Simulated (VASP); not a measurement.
# B (P4_122) in VASP: notebook

The runs below take B through single point, with PBE.

All numbers are computed with VASP 6.6.1; they aren't measurements. Logs are shortened: lines on timing, memory, paths and dates and some standing lists are left out, and cuts for length are marked.

## Step 1: The cell of the first run

Symmetry: P4_122, No. 91, tetragonal system. The conventional cell has a = 3.296 Å, b = 3.296 Å, c = 2.544 Å, α = 90.00°, β = 90.00°, γ = 90.00°. Within 2.2 Å of B (site symmetry 2) lie 4 B at 1.66 to 1.70 Å.

The cell was built from a structure type or drawn by symmetry, and may not be a known phase.

## Step 2: Single point, PBE

Contents of INCAR:

```
SYSTEM = B
PREC     = Accurate       ! precision mode
ENCUT    = 520            ! plane-wave cutoff, eV
EDIFF    = 1E-6           ! SCF threshold, eV
ISMEAR   = 0              ! smearing method
SIGMA    = 0.1            ! smearing width, eV
LREAL    = .FALSE.        ! projectors in reciprocal space
LASPH    = .TRUE.         ! aspherical terms in the spheres
NELM     = 60             ! most SCF steps
ALGO     = Normal         ! electronic algorithm
ISIF     = 2              ! what is computed and relaxed
LWAVE    = .FALSE.        ! write WAVECAR
LCHARG   = .TRUE.         ! write CHGCAR
GGA      = PE             ! functional
LELF     = .TRUE.         ! ELF
LVHAR    = .TRUE.       
NBANDS   = 14             ! bands
```

Contents of KPOINTS:

```
regular mesh
0
G
  6 6 6
  0 0 0
```

Contents of POSCAR:

```
B
1.0
    3.2957849700      0.0000000000      0.0000000000
    0.0000000000      3.2957849700      0.0000000000
    0.0000000000      0.0000000000      2.5444686900
B
4
Direct
    0.3384865200      0.0000000000      0.7500000000
    0.6615134800      0.0000000000      0.2500000000
    0.0000000000      0.3384865200      0.0000000000
    0.0000000000      0.6615134800      0.5000000000
```

Potentials or basis: VASP PAW PBE potentials, release 64 (B).

On the command line:

```sh
$ cat potpaw_PBE.64/B/POTCAR > POTCAR
$ mpirun -np 1 vasp_std > vasp.out
```

OUTCAR:

```text
SYSTEM = B
   PREC = Accurate
   ENCUT = 520
   EDIFF = 1E-6
   ISMEAR = 0
   LREAL = .FALSE.
   LASPH = .TRUE.
   NELM = 60
   ISIF = 2
   GGA = PE

 ion  position               nearest neighbor table
   1  0.338  0.000  0.750-   2 1.66   2 1.66   4 1.70   3 1.70
   2  0.662  0.000  0.250-   1 1.66   1 1.66   4 1.70   3 1.70
   3  0.000  0.338  0.000-   4 1.66   4 1.66   1 1.70   2 1.70
   4  0.000  0.662  0.500-   3 1.66   3 1.66   1 1.70   2 1.70

  LATTYP: Found a simple tetragonal cell.
 ALAT       =     3.2957849700
 C/A-ratio  =     0.7720372273

  Lattice vectors:

 A1 = (   3.2957849700,   0.0000000000,   0.0000000000)
 A2 = (   0.0000000000,   3.2957849700,   0.0000000000)
 A3 = (   0.0000000000,   0.0000000000,   2.5444686900)

Analysis of symmetry for initial positions (statically):
=====================================================================
 Subroutine PRICEL returns:
 Original cell was already a primitive cell.

 Routine SETGRP: Setting up the symmetry group for a
 simple tetragonal supercell.

 Subroutine GETGRP returns: Found  8 space group operations
 (whereof  2 operations were pure point group operations)
 out of a pool of 16 trial point group operations.

The static configuration has the point symmetry C_2 .
 The point group associated with its full space group is D_4 .

Analysis of symmetry for dynamics (positions and initial velocities):
=====================================================================
 Subroutine PRICEL returns:
 Original cell was already a primitive cell.

 Routine SETGRP: Setting up the symmetry group for a
 simple tetragonal supercell.

 Subroutine GETGRP returns: Found  8 space group operations
 (whereof  2 operations were pure point group operations)
 out of a pool of 16 trial point group operations.

The dynamic configuration has the point symmetry C_2 .
 The point group associated with its full space group is D_4 .

 Subroutine INISYM returns: Found  8 space group operations
 (whereof  2 operations are pure point group operations),
 and found     1 'primitive' translations

----------------------------------------------------------------------------------------

                                     Primitive cell

  volume of cell :      27.6385

  direct lattice vectors                    reciprocal lattice vectors
     3.295784970  0.000000000  0.000000000     0.303417853  0.000000000  0.000000000
     0.000000000  3.295784970  0.000000000     0.000000000  0.303417853  0.000000000
     0.000000000  0.000000000  2.544468690     0.000000000  0.000000000  0.393009356

  length of vectors
     3.295784970  3.295784970  2.544468690     0.303417853  0.303417853  0.393009356

  position of ions in fractional coordinates (direct lattice)
     0.338486520  0.000000000  0.750000000
     0.661513480  0.000000000  0.250000000
     0.000000000  0.338486520  0.000000000
     0.000000000  0.661513480  0.500000000

  ion indices of the primitive-cell ions
   primitive index   ion index
                 1           1
                 2           2
                 3           3
                 4           4

----------------------------------------------------------------------------------------

 KPOINTS: regular mesh

Automatic generation of k-mesh.
 Grid dimensions read from file:
 generate k-points for:    6    6    6

 Generating k-lattice:

  Cartesian coordinates                     Fractional coordinates (reciprocal lattice)
     0.050569642  0.000000000  0.000000000     0.166666667  0.000000000  0.000000000
     0.000000000  0.050569642  0.000000000     0.000000000  0.166666667  0.000000000
     0.000000000  0.000000000  0.065501559     0.000000000  0.000000000  0.166666667

  Length of vectors
     0.050569642  0.050569642  0.065501559

  Shift w.r.t. Gamma in fractional coordinates (k-lattice)
     0.000000000  0.000000000  0.000000000

 Subroutine IBZKPT returns following result:
 ===========================================

 Found     40 irreducible k-points:

 Following reciprocal coordinates:
            Coordinates               Weight
  0.000000  0.000000  0.000000      1.000000
  0.166667  0.000000  0.000000      4.000000
  0.333333  0.000000  0.000000      4.000000
  0.500000  0.000000  0.000000      2.000000
  0.166667  0.166667  0.000000      4.000000
  0.333333  0.166667  0.000000      8.000000
[... 16 lines left out ...]
  0.333333  0.000000  0.333333      8.000000
  0.500000  0.000000  0.333333      4.000000
 [... further k-points ...]
   k-points           NKPTS =     40   k-points in BZ     NKDIM =     40   number of bands    NBANDS=     14
   number of dos      NEDOS =    301   number of ions     NIONS =      4
   total plane-waves  NPLWV =  15680
   dimension x,y,z NGX =    28 NGY =   28 NGZ =   20
   dimension x,y,z NGXF=    56 NGYF=   56 NGZF=   40
   ions per type =               4
   NGX,Y,Z   is equivalent  to a cutoff of  14.12, 14.12, 13.07 a.u.
   NGXF,Y,Z  is equivalent  to a cutoff of  28.25, 28.25, 26.13 a.u.
 SYSTEM =  B
   PREC   = accura    normal or accurate (medium, high low for compatibility)
   ISTART =      0    job   : 0-new  1-cont  2-samecut
   ICHARG =      2    charge: 1-file 2-atom 10-const
   ISPIN  =      1    spin polarized calculation?
   LNONCOLLINEAR =      F non collinear calculations
   LSORBIT =      F    spin-orbit coupling
   LASPH  =      T    aspherical Exc in radial PAW
   ENCUT  =  520.0 eV  38.22 Ry    6.18 a.u.   6.13  6.13  4.73*2*pi/ulx,y,z
   NELM   =     60;   NELMIN=  2; NELMDL= -5     # of ELM steps
   EDIFF  = 0.1E-05   stopping-criterion for ELM
   LREAL  =      F    real-space projection
   EDIFFG = 0.1E-04   stopping-criterion for IOM
   NSW    =      0    number of steps for IOM
   IBRION =     -1    ionic relax: 0-MD 1-quasi-New 2-CG
   NFREE  =      0    steps in history (QN), initial steepest desc. (CG)
   ISIF   =      2    stress and relaxation
   ISYM   =      2    0-nonsym 1-usesym 2-fastsym
   POTIM  = 0.5000    time-step for ionic-motion
   TEBEG  =    0.0;   TEEND  =   0.0 temperature during run
   PSTRESS=    0.0 pullay stress
   NELECT =      12.0000    total number of electrons
   NUPDOWN=      -1.0000    fix difference up-down
   EMIN   =  10.00;   EMAX   =-10.00  energy-range for DOS
   EFERMI =   0.00;   METHOD = LEGACY
   ISMEAR =     0;   SIGMA  =   0.10  broadening in eV -4-tet -1-fermi 0-gaus
   EFERMI_NEDOS =   21; number of points for ismear=-14 and -15
   IALGO  =     38    algorithm
   IMIX   =      4    mixing-type and parameters
     AMIX     =   0.40;   BMIX     =  1.00
     AMIX_MAG =   1.60;   BMIX_MAG =  1.00
  volume/ion in A,a.u.               =       6.91        46.63
  Fermi-wavevector in a.u.,A,eV,Ry     =   1.239644  2.342587 20.908306  1.536717
  Thomas-Fermi vector in A             =   2.374118
   LORBIT       =      0    0 simple, 1 ext, 2 COOP (PROOUT), +10 PAW based schemes
   GGA     = PE    functional components
   LHFCALC =     F    Hartree Fock is set to
   AEXX    =    0.0000 exact exchange contribution
   IVDW    =     0    specifies the selected vdW correction
   LEPSILON=     F    determine dielectric tensor
   LRPA    =     F    only Hartree local field effects (RPA)
 non-spin polarized calculation
 Gauss-broadening in eV      SIGMA  =   0.10
  energy-cutoff  :      520.00
  volume of cell :       27.64
 maximum number of plane-waves:       768
 NGX is ok and might be reduce to    28
   NGX = 13   NGY = 13   NGZ =  9

 number of electron      12.0000000 magnetization

 Free energy of the ion-electron system (eV)
  ---------------------------------------------------
  ext. energy  EPLUGINS =         0.00000000
  ---------------------------------------------------
  free energy    TOTEN  =       -22.36219191 eV

  energy without entropy =      -22.36033452  energy(sigma->0) =      -22.36126321

 E-fermi :   6.2858     XC(G=0): -11.9611

 val. band max:        6.2100107826   @ k =   0.5000   0.0000   0.3333
 cond. band min:       6.4000991565   @ k =   0.5000   0.1667   0.0000
 fundamental gap:      0.1900883739
 Fermi energy:         6.2858383886

 k-point     1 :       0.0000    0.0000    0.0000
  band No.  band energies     occupation
      1      -9.1358      2.00000
      2       0.3502      2.00000
      3       1.2645      2.00000
      4       1.2645      2.00000
      5       2.8152      2.00000
      6       7.3328      0.00000
      7       7.3328      0.00000
      8       9.4067      0.00000
      9      14.7539      0.00000
     10      14.7539      0.00000
     11      16.5322      0.00000
     12      17.5325      0.00000
     13      20.1835      0.00000
     14      21.8073      0.00000

 k-point     2 :       0.1667    0.0000    0.0000
  band No.  band energies     occupation
      1      -8.8467      2.00000
      2      -1.7548      2.00000
      3       1.5673      2.00000
      4       1.6773      2.00000
      5       4.4518      2.00000
      6       7.5162      0.00000
      7       7.5692      0.00000
      8       8.1302      0.00000
      9      13.6727      0.00000
     10      15.9374      0.00000
     11      17.0506      0.00000
     12      18.1879      0.00000
     13      19.6075      0.00000
     14      21.4052      0.00000

 k-point     3 :       0.3333    0.0000    0.0000
  band No.  band energies     occupation
      1      -8.0060      2.00000
      2      -4.1974      2.00000
      3       2.0011      2.00000
      4       2.4648      2.00000
      5       5.7263      2.00000
      6       5.9033      2.00000
      7       8.0647      0.00000
      8       8.0661      0.00000
      9      13.8897      0.00000
     10      15.0877      0.00000
     11      18.4001      0.00000
     12      19.1121      0.00000
     13      19.8534      0.00000
     14      21.7114      0.00000

 k-point     4 :       0.5000    0.0000    0.0000
  band No.  band energies     occupation
      1      -7.0822      2.00000
      2      -5.6791      2.00000
      3       2.1735      2.00000
      4       3.7490      2.00000
      5       4.1389      2.00000
      6       5.9434      2.00000
      7       8.1583      0.00000
      8       8.3765      0.00000
      9      14.3094      0.00000
     10      15.0406      0.00000
     11      18.7151      0.00000
     12      19.2373      0.00000
     13      20.5128      0.00000
     14      21.6836      0.00000

 k-point     5 :       0.1667    0.1667    0.0000
  band No.  band energies     occupation
      1      -8.5582      2.00000
      2      -1.8803      2.00000
      3      -0.8435      2.00000
      4       4.1449      2.00000
      5       4.2462      2.00000
      6       7.4398      0.00000
      7       7.7316      0.00000
      8       7.9615      0.00000
      9      14.9260      0.00000
     10      15.1874      0.00000
     11      16.7130      0.00000
[... 276 lines left out ...]
 k-point    22 :       0.1667    0.0000    0.3333
  band No.  band energies     occupation
      1      -6.8530      2.00000
      2      -0.9915      2.00000
      3      -0.0651      2.00000
      4       2.6204      2.00000
      5       3.4378      2.00000
      6       5.0723      2.00000
      7       7.3643      0.00000
      8       7.9465      0.00000
      9      11.4949      0.00000
     10      13.2324      0.00000
     11      16.0747      0.00000
     12      17.6754      0.00000
     13      18.8125      0.00000
     14      20.4798      0.00000

 k-point    23 :       0.3333    0.0000    0.3333
  band No.  band energies     occupation
      1      -6.0337      2.00000
      2      -2.3351      2.00000
      3      -0.2468      2.00000
      4       2.3550      2.00000
      5       3.8687      2.00000
      6       4.5321      2.00000
      7       6.9871      0.00000
      8       8.1759      0.00000
      9      12.6576      0.00000
     10      14.1931      0.00000
     11      15.3796      0.00000
     12      17.1617      0.00000
     13      17.8464      0.00000
     14      21.3478      0.00000

 k-point    24 :       0.5000    0.0000    0.3333
  band No.  band energies     occupation
      1      -5.1478      2.00000
      2      -3.7379      2.00000
      3       0.5040      2.00000
      4       1.6034      2.00000
      5       3.9311      2.00000
      6       4.9018      2.00000
      7       6.2100      1.71644
      8       8.3720      0.00000
      9      12.9259      0.00000
     10      14.9126      0.00000
     11      15.9908      0.00000
     12      16.0425      0.00000
     13      17.7742      0.00000
     14      22.6964      0.00000

 [... further k-points ...]

------------------------ aborting loop because EDIFF is reached ----------------------------------------

  FORCE on cell =-STRESS in cart. coord.  units (eV):
  Direction    XX          YY          ZZ          XY          YZ          ZX
  --------------------------------------------------------------------------------------
  -------------------------------------------------------------------------------------
  Total        5.6678651      5.6678651      6.4427022      0.0000000     -0.0000000      0.0000000
  in kB      328.5604176    328.5604176    373.4769389      0.0000000     -0.0000000      0.0000000
  external PRESSURE =     343.5325913 kB  Pullay stress =       0.0000000 kB

 VOLUME and BASIS-vectors are now :
 -----------------------------------------------------------------------------
  energy-cutoff  :      520.00
  volume of cell :       27.64
      direct lattice vectors                 reciprocal lattice vectors
     3.295784970  0.000000000  0.000000000     0.303417853  0.000000000  0.000000000
     0.000000000  3.295784970  0.000000000     0.000000000  0.303417853  0.000000000
     0.000000000  0.000000000  2.544468690     0.000000000  0.000000000  0.393009356

 POSITION                                       TOTAL-FORCE (eV/Angst)
 -----------------------------------------------------------------------------------
      1.11558      0.00000      1.90835        -0.520954      0.000000      0.000000
      2.18021      0.00000      0.63612         0.520954      0.000000     -0.000000
      0.00000      1.11558      0.00000        -0.000000     -0.520954      0.000000
      0.00000      2.18021      1.27223        -0.000000      0.520954     -0.000000
 -----------------------------------------------------------------------------------
    total drift:                                0.000000     -0.000000     -0.000000

  FREE ENERGIE OF THE ION-ELECTRON SYSTEM (eV)
  ---------------------------------------------------
  free  energy   TOTEN  =       -22.3621919111 eV

  energy  without entropy=      -22.3603345174  energy(sigma->0) =      -22.36126321
```

Run time: 21 s. Hardware: 1 thread of Intel Xeon 8259CL, shared host; peak memory 0.14 GiB.

Results:

```
Free energy            : -22.3622 eV
Pressure               : 34.4 GPa
Largest force          : 0.521 eV/Å
Band gap on the k mesh : zero (bands 6 and 7 overlap by 4.96 eV)
```

Forces in eV/Å, atoms in the order of the input:
```
B   -0.521  0.000  0.000
B    0.521  0.000  0.000
B    0.000 -0.521  0.000
B    0.000  0.521  0.000
```

Caveat: the k points lie up to 0.41 Å⁻¹ apart, too coarse for converged energies and pressures of a metal.

(Part 1 of 2 ends here.)
